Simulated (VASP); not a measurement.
Set up this calculation in VASP 6.6.1, as the native input.

| Quantity | Value |
| --- | --- |
| Task | electric field gradients |
| Functional | PBE |
| Potentials or basis | VASP PAW PBE potentials, release 64 (Sb) |
| Cutoff | 520 eV |
| k mesh | 13 × 13 × 13 |
| Occupations | fermi-dirac, width 0.05 eV |
| Spin | no spin polarisation |
| Dipole correction | no |
| Further INCAR settings | ALGO = Normal; EDIFF = 1e-08; NBANDS = 8 |

The structure of Sb lies in POSCAR:

```
Sb
1.0
    3.1387913073      0.0000000000      0.0000000000
    0.0000000000      3.1387913073      0.0000000000
    0.0000000000      0.0000000000      3.1387913073
Sb
1
Direct
    0.0000000000      0.0000000000      0.0000000000
```

This cell differs from its parent crystal: volume scaled by 0.98.

The input as run:

INCAR

```
SYSTEM = Sb
PREC     = Accurate       ! precision mode
ENCUT    = 520            ! plane-wave cutoff, eV
EDIFF    = 1E-8           ! SCF threshold, eV
ISMEAR   = -1             ! smearing method
SIGMA    = 0.05           ! smearing width, eV
LREAL    = .False.        ! projectors in reciprocal space
LASPH    = .True.         ! aspherical terms in the spheres
NELM     = 100            ! most SCF steps
ALGO     = Normal         ! electronic algorithm
ISIF     = 2              ! what is computed and relaxed
LWAVE    = .False.        ! write WAVECAR
LCHARG   = .False.        ! write CHGCAR
GGA      = PE             ! functional
LEFG     = .True.       
NBANDS   = 8              ! bands
```

KPOINTS

```
Automatic mesh
0
Gamma
  13 13 13
  0 0 0
```

Potentials or basis: VASP PAW PBE potentials, release 64 (Sb).

Run with:

```bash
$ cat potpaw_PBE.64/Sb/POTCAR > POTCAR
$ mpirun -np 1 vasp_std > vasp.out
```

It gave:

```json
{"Pressure": "-1.6 GPa"}
```

Caveat: without QUAD_EFG the Cq values of the log hold for a quadrupole moment of 1 mb, not for the nuclei.

Run time: 22 s on 1 thread of Intel Xeon 8259CL, on a shared host, peak memory 0.14 GiB.
